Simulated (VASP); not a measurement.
NaCl:

```xyz
2
Lattice="3.4307 0.0000 0.0000 0.0000 3.4307 0.0000 0.0000 0.0000 3.4307" Properties=species:S:1:pos:R:3 pbc="T T T"
Cl    1.7153    1.7153    1.7153
Na    0.0000    0.0000    0.0000
```

Base run:

| Property | Result |
| --- | --- |
| Program | VASP 6.6.1 |
| Functional | r2SCAN |
| Potentials or basis | VASP PAW PBE potentials, release 64 (Cl, Na_pv) |
| Cutoff | 520 eV |
| k mesh | 8 × 8 × 8 |
| Occupations | fermi-dirac, width 0.05 eV |
| Spin | no spin polarisation |

Its results: band gap on the k mesh 5.05 eV, indirect (least direct gap 5.61 eV); pressure 0.6 GPa.

Task: The run is repeated on the same cell with these changes: functional from r2SCAN to PBE; further incar settings from ALGO = Normal; EDIFF = 1e-06; NBANDS = 14 to ALGO = Normal; EDIFF = 1e-07; NBANDS = 14. What comes out?

Result: Band gap on the k mesh 4.20 eV, indirect (least direct gap 4.74 eV); pressure 1.9 GPa.

Caveats: the PAW data sets were made with another functional, which shifts forces and pressure a little (some runs).

A k mesh can miss the band edges.
